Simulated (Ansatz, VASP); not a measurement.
## K in VASP and in Ansatz

The input INCAR:

```
SYSTEM = K
ALGO     = Normal         ! electronic algorithm
EDIFF    = 1E-7           ! SCF threshold, eV
ENCUT    = 520            ! plane-wave cutoff, eV
GGA      = PE             ! functional
ISIF     = 2              ! what is computed and relaxed
ISMEAR   = 1              ! smearing method
LASPH    = .True.         ! aspherical terms in the spheres
LCHARG   = .False.        ! write CHGCAR
LREAL    = .False.        ! projectors in reciprocal space
LWAVE    = .False.        ! write WAVECAR
NBANDS   = 10             ! bands
NELM     = 80             ! most SCF steps
PREC     = Accurate       ! precision mode
SIGMA    = 0.03           ! smearing width, eV
```

Contents of KPOINTS:

```
k-points
0
Gamma
  9 9 9
  0 0 0
```

POSCAR

```
K
1.0
   -2.6417142217      2.6417142217      2.6417142217
    2.6417142217     -2.6417142217      2.6417142217
    2.6417142217      2.6417142217     -2.6417142217
K
1
Direct
    0.0000000000      0.0000000000      0.0000000000
```

Input for Ansatz:

```yaml
crystal:
  lattice:
    - [-2.6417142217, 2.6417142217, 2.6417142217]
    - [2.6417142217, -2.6417142217, 2.6417142217]
    - [2.6417142217, 2.6417142217, -2.6417142217]
  atoms:
    - { symbol: K, position: [0.0, 0.0, 0.0] }
hamiltonian:
  xc: pbe
  pseudopotentials:
    kind: paw
    azcp:
      K: "pseudopotentials/K.paw.azcp"
basis:
  ecutwfc: 420
  fft_grid_basis: typed
kpoints:
  mp_grid: { grid: [9, 9, 9], shift: [0, 0, 0] }
magnetization:
  spin_polarized: false
scf:
  occupations: { method: methfessel_paxton, width: 0.03 }
  lower_state_search: "off"
output:
  stress: true
```

Alike in both runs: task single point; functional PBE; k mesh 9 × 9 × 9; occupations methfessel-paxton of order 1, width 0.03 eV; no spin polarisation.

|  | VASP | Ansatz |
| --- | --- | --- |
| version | VASP 6.6.1 | Ansatz 0.2.0 |
| potentials or method | VASP PAW PBE potentials, release 64 (K_sv), cutoff 520 eV | plane waves (420 eV) with PAW, scalar-relativistic |
| valence electrons in the cell | 9 | 9 |

```tsv
	VASP	Ansatz	Ansatz less VASP
pressure (GPa)	0.0	0.0	+0.01
```

The functional is the same, so the differences come from potentials, cutoffs and numerics.
